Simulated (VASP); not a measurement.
**SiC5: single point with PBE**

The system is SiC5.

```xyz
6
Lattice="0.0000 3.4396 3.4396 3.4396 0.0000 3.4396 3.4396 3.4396 0.0000" Properties=species:S:1:pos:R:3 pbc="T T T"
Si    3.4396    3.4396    3.4396
C     6.0262    4.2925    4.2925
C     6.0262    6.0262    6.0262
C     1.7198    1.7198    1.7198
C     4.2925    4.2925    6.0262
C     4.2925    6.0262    4.2925
```

The cell was built from a structure type or drawn by symmetry, and may not be a known phase.

| Quantity | Value |
| --- | --- |
| Program | VASP 6.6.1 |
| Task | single point |
| Functional | PBE |
| Potentials or basis | VASP PAW PBE potentials, release 64 (Si, C) |
| Cutoff | 520 eV |
| k mesh | 4 × 4 × 4 |
| Occupations | gaussian, width 0.1 eV |
| Spin | no spin polarisation |

| Quantity | Value |
| --- | --- |
| Pressure | -25.0 GPa |
| Largest force | 0.201 eV/Å |
| Band gap on the k mesh | zero (bands 12 and 13 overlap by 1.28 eV) |

Forces in eV/Å, atoms in the order of the input:
```
Si   0.000  0.000  0.000
C    0.116 -0.116 -0.116
C    0.116  0.116  0.116
C    0.000  0.000  0.000
C   -0.116 -0.116  0.116
C   -0.116  0.116 -0.116
```

Levels at points of the mesh, in eV from the Fermi level:
```csv
k point,band 10,band 11,band 12,band 13,band 14,band 15
"(0.00, 0.00, 0.00)",-3.70,-1.58,-1.58,-0.79,-0.79,-0.79
"(0.50, 0.00, 0.00)",-0.72,-0.72,-0.08,0.03,0.03,1.16
"(0.50, 0.50, 0.00)",-0.97,0.31,0.48,0.48,0.58,0.66
```

Wall time 26 s on 1 thread of Intel Xeon 8259CL, on a shared host, peak memory 0.19 GiB.

Caveat: the k points lie up to 0.40 Å⁻¹ apart, too coarse for converged energies and pressures of a metal.
